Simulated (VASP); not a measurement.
# CdF2 (I4/mmm) in VASP: further runs

Runs on CdF2. Level: PBE. Tasks: single point.

All numbers are computed with VASP 6.6.1; they aren't measurements. Logs are shortened: lines on timing, memory, paths and dates and some standing lists are left out, and cuts for length are marked.

## Step 1: The cell of the first run

The structure is tetragonal, space group I4/mmm (No. 139). Conventional cell: a = 3.753 Å, b = 3.753 Å, c = 5.226 Å, α = 90.00°, β = 90.00°, γ = 90.00°. Cd (site symmetry 4/mmm) has 8 F at 2.29 Å within 3.0 Å. Within 3.0 Å of F (site symmetry -4m2) lie 4 Cd at 2.29 Å and 6 F at 2.61 to 2.65 Å.

## Step 2: Single point, PBE (strain -0.015 along x and y, -0.030 along z)

Contents of INCAR:

```
ALGO = Normal
EDIFF = 1E-6
ENCUT = 520
GGA = PE
ISIF = 2
ISMEAR = 0
LASPH = True
LCHARG = True
LELF = True
LREAL = False
LVHAR = True
LWAVE = False
NBANDS = 20
NELM = 100
PREC = Accurate
SIGMA = 0.05
```

Contents of KPOINTS:

```
k-points
0
Gamma
  8 8 8
```

Contents of POSCAR:

```
CdF2
1.0
    0.0000000000      2.6535900000      2.6131800000
    2.6535900000      0.0000000000      2.6131800000
    2.6535900000      2.6535900000      0.0000000000
Cd F
1 2
Direct
    0.0000000000      0.0000000000      0.0000000000
    0.2500000000      0.2500000000      0.2500000000
    0.7500000000      0.7500000000      0.7500000000
```

Potentials or basis: VASP PAW PBE potentials, release 64 (Cd, F).

On the command line:

```bash
> cat potpaw_PBE.64/Cd/POTCAR potpaw_PBE.64/F/POTCAR > POTCAR
> mpirun -np 1 vasp_std > vasp.out
```

OUTCAR:

```text
EDIFF = 1E-6
   ENCUT = 520
   GGA = PE
   ISIF = 2
   ISMEAR = 0
   LASPH = True
   LREAL = False
   NELM = 100
   PREC = Accurate

 ion  position               nearest neighbor table
   1  0.000  0.000  0.000-   3 2.29   3 2.29   2 2.29   3 2.29   2 2.29   2 2.29   3 2.29   2 2.29

   2  0.250  0.250  0.250-   1 2.29   1 2.29   1 2.29   1 2.29
   3  0.750  0.750  0.750-   1 2.29   1 2.29   1 2.29   1 2.29

  LATTYP: Found a body centered tetragonal cell.
 ALAT       =     3.7527429670
 C/A-ratio  =     1.3926773152

  Lattice vectors:

 A1 = (   0.0000000000,  -2.6535900000,  -2.6131800000)
 A2 = (   0.0000000000,   2.6535900000,  -2.6131800000)
 A3 = (   2.6535900000,   0.0000000000,   2.6131800000)

Analysis of symmetry for initial positions (statically):
=====================================================================
 Subroutine PRICEL returns:
 Original cell was already a primitive cell.

 Routine SETGRP: Setting up the symmetry group for a
 body centered tetragonal supercell.

 Subroutine GETGRP returns: Found 16 space group operations
 (whereof 16 operations were pure point group operations)
 out of a pool of 16 trial point group operations.

The static configuration has the point symmetry D_4h.

Analysis of symmetry for dynamics (positions and initial velocities):
=====================================================================
 Subroutine PRICEL returns:
 Original cell was already a primitive cell.

 Routine SETGRP: Setting up the symmetry group for a
 body centered tetragonal supercell.

 Subroutine GETGRP returns: Found 16 space group operations
 (whereof 16 operations were pure point group operations)
 out of a pool of 16 trial point group operations.

The dynamic configuration has the point symmetry D_4h.

 Subroutine INISYM returns: Found 16 space group operations
 (whereof 16 operations are pure point group operations),
 and found     1 'primitive' translations

----------------------------------------------------------------------------------------

                                     Primitive cell

  volume of cell :      36.8016

  direct lattice vectors                    reciprocal lattice vectors
     0.000000000  2.653590000  2.613180000    -0.188423984  0.188423984  0.191337757
     2.653590000  0.000000000  2.613180000     0.188423984 -0.188423984  0.191337757
     2.653590000  2.653590000  0.000000000     0.188423984  0.188423984 -0.191337757

  length of vectors
     3.724278400  3.724278400  3.752742967     0.328050808  0.328050808  0.328050808

  position of ions in fractional coordinates (direct lattice)
     0.000000000  0.000000000  0.000000000
     0.250000000  0.250000000  0.250000000
     0.750000000  0.750000000  0.750000000

  ion indices of the primitive-cell ions
   primitive index   ion index
                 1           1
                 2           2
                 3           3

----------------------------------------------------------------------------------------

 KPOINTS: k-points

Automatic generation of k-mesh.
 Grid dimensions read from file:
 generate k-points for:    8    8    8

 Generating k-lattice:

  Cartesian coordinates                     Fractional coordinates (reciprocal lattice)
    -0.023552998  0.023552998  0.023917220     0.125000000 -0.000000000  0.000000000
     0.023552998 -0.023552998  0.023917220    -0.000000000  0.125000000  0.000000000
     0.023552998  0.023552998 -0.023917220     0.000000000  0.000000000  0.125000000

  Length of vectors
     0.041006351  0.041006351  0.041006351

  Shift w.r.t. Gamma in fractional coordinates (k-lattice)
     0.000000000  0.000000000  0.000000000

 Subroutine IBZKPT returns following result:
 ===========================================

 Found     59 irreducible k-points:

 Following reciprocal coordinates:
            Coordinates               Weight
  0.000000  0.000000  0.000000      1.000000
  0.125000  0.000000  0.000000      8.000000
  0.250000  0.000000  0.000000      8.000000
  0.375000  0.000000  0.000000      8.000000
  0.500000  0.000000  0.000000      4.000000
  0.125000  0.125000  0.000000      2.000000
[... 16 lines left out ...]
  0.250000  0.000000  0.125000     16.000000
  0.375000 -0.000000  0.125000     16.000000
 [... further k-points ...]
   k-points           NKPTS =     59   k-points in BZ     NKDIM =     59   number of bands    NBANDS=     20
   number of dos      NEDOS =    301   number of ions     NIONS =      3
   total plane-waves  NPLWV =  21952
   dimension x,y,z NGX =    28 NGY =   28 NGZ =   28
   dimension x,y,z NGXF=    56 NGYF=   56 NGZF=   56
   ions per type =               1   2
   NGX,Y,Z   is equivalent  to a cutoff of  12.50, 12.50, 12.40 a.u.
   NGXF,Y,Z  is equivalent  to a cutoff of  25.00, 25.00, 24.81 a.u.
 SYSTEM =  unknown system
   PREC   = accura    normal or accurate (medium, high low for compatibility)
   ISTART =      0    job   : 0-new  1-cont  2-samecut
   ICHARG =      2    charge: 1-file 2-atom 10-const
   ISPIN  =      1    spin polarized calculation?
   LNONCOLLINEAR =      F non collinear calculations
   LSORBIT =      F    spin-orbit coupling
   LASPH  =      T    aspherical Exc in radial PAW
   ENCUT  =  520.0 eV  38.22 Ry    6.18 a.u.   6.92  6.92  6.98*2*pi/ulx,y,z
   NELM   =    100;   NELMIN=  2; NELMDL= -5     # of ELM steps
   EDIFF  = 0.1E-05   stopping-criterion for ELM
   LREAL  =      F    real-space projection
   EDIFFG = 0.1E-04   stopping-criterion for IOM
   NSW    =      0    number of steps for IOM
   IBRION =     -1    ionic relax: 0-MD 1-quasi-New 2-CG
   NFREE  =      0    steps in history (QN), initial steepest desc. (CG)
   ISIF   =      2    stress and relaxation
   ISYM   =      2    0-nonsym 1-usesym 2-fastsym
   POTIM  = 0.5000    time-step for ionic-motion
   TEBEG  =    0.0;   TEEND  =   0.0 temperature during run
   PSTRESS=    0.0 pullay stress
   NELECT =      26.0000    total number of electrons
   NUPDOWN=      -1.0000    fix difference up-down
   EMIN   =  10.00;   EMAX   =-10.00  energy-range for DOS
   EFERMI =   0.00;   METHOD = LEGACY
   ISMEAR =     0;   SIGMA  =   0.05  broadening in eV -4-tet -1-fermi 0-gaus
   EFERMI_NEDOS =   21; number of points for ismear=-14 and -15
   IALGO  =     38    algorithm
   IMIX   =      4    mixing-type and parameters
     AMIX     =   0.40;   BMIX     =  1.00
     AMIX_MAG =   1.60;   BMIX_MAG =  1.00
  volume/ion in A,a.u.               =      12.27        82.78
  Fermi-wavevector in a.u.,A,eV,Ry     =   1.458065  2.755344 28.925364  2.125954
  Thomas-Fermi vector in A             =   2.574793
   LORBIT       =      0    0 simple, 1 ext, 2 COOP (PROOUT), +10 PAW based schemes
   GGA     = PE    functional components
   LHFCALC =     F    Hartree Fock is set to
   AEXX    =    0.0000 exact exchange contribution
   IVDW    =     0    specifies the selected vdW correction
   LEPSILON=     F    determine dielectric tensor
   LRPA    =     F    only Hartree local field effects (RPA)
 non-spin polarized calculation
 Gauss-broadening in eV      SIGMA  =   0.05
  energy-cutoff  :      520.00
  volume of cell :       36.80
 maximum number of plane-waves:      1002
   NGX = 13   NGY = 13   NGZ = 13

 number of electron      26.0000021 magnetization

 Free energy of the ion-electron system (eV)
  ---------------------------------------------------
  ext. energy  EPLUGINS =         0.00000000
  ---------------------------------------------------
  free energy    TOTEN  =       -10.70464015 eV

  energy without entropy =      -10.70464015  energy(sigma->0) =      -10.70464015

 E-fermi :  -0.5749     XC(G=0): -10.7470

 val. band max:       -0.8196104540   @ k =  -0.2500   0.5000   0.2500
 cond. band min:       2.4551202008   @ k =   0.0000   0.0000   0.0000
 fundamental gap:      3.2747306549
 Fermi energy:        -0.5749488398

 k-point     1 :       0.0000    0.0000    0.0000
  band No.  band energies     occupation
      1     -21.9952      2.00000
      2     -20.7063      2.00000
      3      -6.6677      2.00000
      4      -6.6677      2.00000
      5      -6.6626      2.00000
      6      -5.1796      2.00000
[... 12 lines left out ...]
     19      19.3291      0.00000
     20      19.6908      0.00000

 k-point     2 :       0.1250    0.0000    0.0000
  band No.  band energies     occupation
      1     -21.9373      2.00000
      2     -20.7597      2.00000
      3      -6.6003      2.00000
      4      -6.5949      2.00000
      5      -6.4739      2.00000
      6      -5.2041      2.00000
[... 12 lines left out ...]
     19      18.9543      0.00000
     20      19.2940      0.00000

 k-point     3 :       0.2500    0.0000    0.0000
  band No.  band energies     occupation
      1     -21.7806      2.00000
      2     -20.9016      2.00000
      3      -6.4439      2.00000
      4      -6.4314      2.00000
      5      -5.9529      2.00000
      6      -5.2254      2.00000
[... 12 lines left out ...]
     19      18.6069      0.00000
     20      19.4135      0.00000

 k-point     4 :       0.3750    0.0000    0.0000
  band No.  band energies     occupation
      1     -21.5663      2.00000
      2     -21.0970      2.00000
      3      -6.3135      2.00000
      4      -6.2910      2.00000
      5      -5.2743      2.00000
      6      -5.1644      2.00000
[... 12 lines left out ...]
     19      18.0811      0.00000
     20      18.8664      0.00000

 k-point     5 :       0.5000    0.0000    0.0000
  band No.  band energies     occupation
      1     -21.3741      2.00000
      2     -21.2798      2.00000
      3      -6.2736      2.00000
      4      -6.2465      2.00000
      5      -5.0993      2.00000
      6      -5.0855      2.00000
[... 12 lines left out ...]
     19      17.8762      0.00000
     20      18.4739      0.00000
[... 353 lines left out ...]
      6      -5.0326      2.00000
[... 12 lines left out ...]
     19      19.3616      0.00000
     20      20.8127      0.00000

 k-point    22 :       0.1250    0.0000    0.1250
  band No.  band energies     occupation
      1     -21.9214      2.00000
      2     -20.7730      2.00000
      3      -6.5673      2.00000
      4      -6.5664      2.00000
      5      -6.4212      2.00000
      6      -5.2872      2.00000
[... 12 lines left out ...]
     19      19.3284      0.00000
     20      19.7532      0.00000

 k-point    23 :       0.2500    0.0000    0.1250
  band No.  band energies     occupation
      1     -21.8036      2.00000
      2     -20.8765      2.00000
      3      -6.4237      2.00000
      4      -6.4213      2.00000
      5      -6.0244      2.00000
      6      -5.4040      2.00000
[... 12 lines left out ...]
     19      19.4972      0.00000
     20      20.6612      0.00000

 k-point    24 :       0.3750   -0.0000    0.1250
  band No.  band energies     occupation
      1     -21.6175      2.00000
      2     -21.0418      2.00000
      3      -6.2722      2.00000
      4      -6.2605      2.00000
      5      -5.4421      2.00000
      6      -5.3869      2.00000
[... 12 lines left out ...]
     19      18.9460      0.00000
     20      20.6511      0.00000

 [... further k-points ...]

------------------------ aborting loop because EDIFF is reached ----------------------------------------

  FORCE on cell =-STRESS in cart. coord.  units (eV):
  Direction    XX          YY          ZZ          XY          YZ          ZX
  --------------------------------------------------------------------------------------
  -------------------------------------------------------------------------------------
  Total        3.2743069      3.2743069      3.6690895      0.0000000      0.0000000      0.0000000
  in kB      142.5486145    142.5486145    159.7356753      0.0000000      0.0000000      0.0000000
  external PRESSURE =     148.2776348 kB  Pullay stress =       0.0000000 kB

 VOLUME and BASIS-vectors are now :
 -----------------------------------------------------------------------------
  energy-cutoff  :      520.00
  volume of cell :       36.80
      direct lattice vectors                 reciprocal lattice vectors
     0.000000000  2.653590000  2.613180000    -0.188423984  0.188423984  0.191337757
     2.653590000  0.000000000  2.613180000     0.188423984 -0.188423984  0.191337757
     2.653590000  2.653590000  0.000000000     0.188423984  0.188423984 -0.191337757

 POSITION                                       TOTAL-FORCE (eV/Angst)
 -----------------------------------------------------------------------------------
      0.00000      0.00000      0.00000        -0.000000      0.000000     -0.000000
      1.32679      1.32679      1.30659         0.000000      0.000000     -0.000000
      3.98039      3.98039      3.91977        -0.000000     -0.000000      0.000000
 -----------------------------------------------------------------------------------
    total drift:                                0.000000      0.000000      0.000000

  FREE ENERGIE OF THE ION-ELECTRON SYSTEM (eV)
  ---------------------------------------------------
  free  energy   TOTEN  =       -10.7046401509 eV

  energy  without entropy=      -10.7046401509  energy(sigma->0) =      -10.70464015
```

Run time: 51 s. Hardware: 1 thread of Intel Xeon 8259CL, shared host; peak memory 0.18 GiB.

Results:

| Item | Value |
| --- | --- |
| Free energy | -10.7046 eV |
| Pressure | 14.8 GPa |
| Band gap on the k mesh | 3.27 eV (least direct gap 3.68 eV) |

Levels at points of the mesh, in eV from the valence-band top:
| k point | band 11 | band 12 | band 13 | band 14 | band 15 | band 16 |
| --- | --- | --- | --- | --- | --- | --- |
| (0.00, 0.00, 0.00) | -0.46 | -0.41 | -0.41 | 3.27 | 12.95 | 12.99 |
| (0.50, 0.00, 0.00) | -2.07 | -0.36 | -0.36 | 7.63 | 9.34 | 14.97 |
| (0.50, 0.50, 0.00) | -0.56 | -0.12 | -0.12 | 8.47 | 9.95 | 12.05 |
| (0.50, 0.00, 0.50) | -0.66 | -0.12 | -0.07 | 8.51 | 9.99 | 12.03 |

Caveat: the cell differs from its parent crystal (strain -0.015 along x and y, -0.030 along z); the cell stands under pressure.

(Part 1 of 2 ends here.)
